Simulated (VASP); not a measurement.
Input of a VASP 6.6.1 run:

File INCAR:

```
SYSTEM = H3C5
PREC = Accurate
ENCUT = 520
EDIFF = 1E-7
ISMEAR = 0
SIGMA = 0.05
LREAL = Auto
LASPH = .TRUE.
NELM = 60
ALGO = Normal
ISIF = 2
LWAVE = .FALSE.
LCHARG = .FALSE.
GGA = PE
NBANDS = 68
```

KPOINTS

```
Automatic mesh
0
G
  2 2 1
  0 0 0
```

Contents of POSCAR:

```
H3C5
1.0
    5.0487420000      0.0000000000      0.0000000000
    0.0000000000      5.0487420000      0.0000000000
    0.0000000000      0.0000000000     17.1355610000
H C
12 20
Direct
    0.4277868800      0.0000000000      0.0583581700
    0.0722131600      0.0000000000      0.0583581700
    0.9277869200      0.0000000000      0.0583581700
    0.5722132000      0.0000000000      0.0583581700
    0.4277868800      0.5000000400      0.0583581700
    0.0722131600      0.5000000400      0.0583581700
    0.9277869200      0.5000000400      0.0583581700
    0.5722132000      0.5000000400      0.0583581700
    0.7499390966      0.0039119897      0.3590584999
    0.2500174896      0.4957237044      0.3591017316
    0.7500247497      0.4959203967      0.3590784544
    1.2499896303      1.0037591245      0.3590705463
    0.2500000200      0.0000000000      0.0953981000
    0.7500000600      0.0000000000      0.0953981000
    0.2500000200      0.5000000400      0.0953981000
    0.7500000600      0.5000000400      0.0953981000
    0.2500000200      0.2500000200      0.1474827700
    0.7500000600      0.2500000200      0.1474827700
    0.2500000200      0.7500000600      0.1474827700
    0.7500000600      0.7500000600      0.1474827700
    0.0000072125      0.2499810269      0.1957756271
    0.4999982429      0.2499404720      0.1957750312
    0.0000198863      0.7499610973      0.2036061821
    0.4999803019      0.7499397982      0.2036024682
    0.0000140492      0.0165523926      0.2525042814
    0.5000005526      0.0165116561      0.2525034652
    0.0000025981      0.4833430549      0.2525309519
    0.4999651736      0.4833076441      0.2525225329
    0.2499998111      0.0881024470      0.2998624014
    0.7500084560      0.0882294061      0.2998481373
    0.2499838832      0.4116183798      0.2998755072
    0.7499767716      0.4117452220      0.2998584052
```

Potentials or basis: VASP PAW PBE potentials, release 64 (H, C).

The run is started by

```console
$ cat potpaw_PBE.64/H/POTCAR potpaw_PBE.64/C/POTCAR > POTCAR
$ mpirun -np 1 vasp_std > vasp.out
```

Predict the band gap on the k mesh.

1.83 eV.

Estimate the largest force.

8.956 eV/Å.

Forces in eV/Å, atoms in the order of the input:
```
H   -8.956 -0.044  0.077
H    8.956 -0.045  0.077
H   -8.956 -0.045  0.077
H    8.956 -0.044  0.077
H   -8.956  0.044  0.077
H    8.956  0.044  0.077
H   -8.956  0.044  0.077
H    8.956  0.044  0.077
H    0.002 -0.006  0.021
H    0.000  0.012  0.023
H   -0.001  0.010  0.023
H    0.000 -0.006  0.020
C   -0.001 -0.131  0.950
C    0.000 -0.131  0.951
C    0.000  0.131  0.950
C    0.000  0.131  0.950
C    0.000 -0.001 -2.819
C    0.001 -0.002 -2.817
C    0.000 -0.004  0.544
C    0.000 -0.006  0.545
C    0.000 -0.001 -0.009
C   -0.002  0.002 -0.010
C   -0.003  0.001  0.016
C    0.003  0.001  0.016
C   -0.002 -0.031  0.007
C    0.000 -0.027  0.007
C   -0.001  0.034 -0.003
C    0.002  0.037  0.002
C    0.001 -0.001  0.003
C   -0.003 -0.011  0.008
C    0.002  0.007  0.004
C    0.002 -0.003  0.005
```

Caveat: the k points lie up to 0.62 Å⁻¹ apart; there is no dipole correction, which matters where the two faces differ.
